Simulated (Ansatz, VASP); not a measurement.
InAs: VASP beside Ansatz

```
In As
1.0
     0.00000    2.80121    2.80121
     2.80121    0.00000    2.80121
     2.80121    2.80121    0.00000
In As
1 1
Direct
  0.00000 0.00000 0.00000
  0.50000 0.50000 0.50000
```

Alike in both runs: functional LDA; k mesh 13 × 13 × 13; occupations fermi-dirac, width 0.1 eV; no spin polarisation.

Ansatz relaxed the structure, and its values are those at the end. VASP's run is a single point on that final structure, the one shown.

```csv
,VASP,Ansatz
version,VASP 6.6.1,Ansatz 0.2.0
potentials or method,"VASP PAW LDA potentials, release 64 (In_d, As)","PAW with Ansatz's default frozen-core files, scalar-relativistic"
plane-wave cutoff (eV),520,420
valence electrons in the cell,18,28
```

|  | VASP | Ansatz | Ansatz less VASP |
| --- | --- | --- | --- |
| pressure (GPa) | 0.2 | 0.0 | -0.27 |

LDA's correlation is that of Perdew and Zunger in VASP and of Perdew and Wang (1992) in Ansatz. VASP's potentials hold 18 valence electrons a cell and Ansatz's 28, so a difference there can come from the potentials and not from the codes.
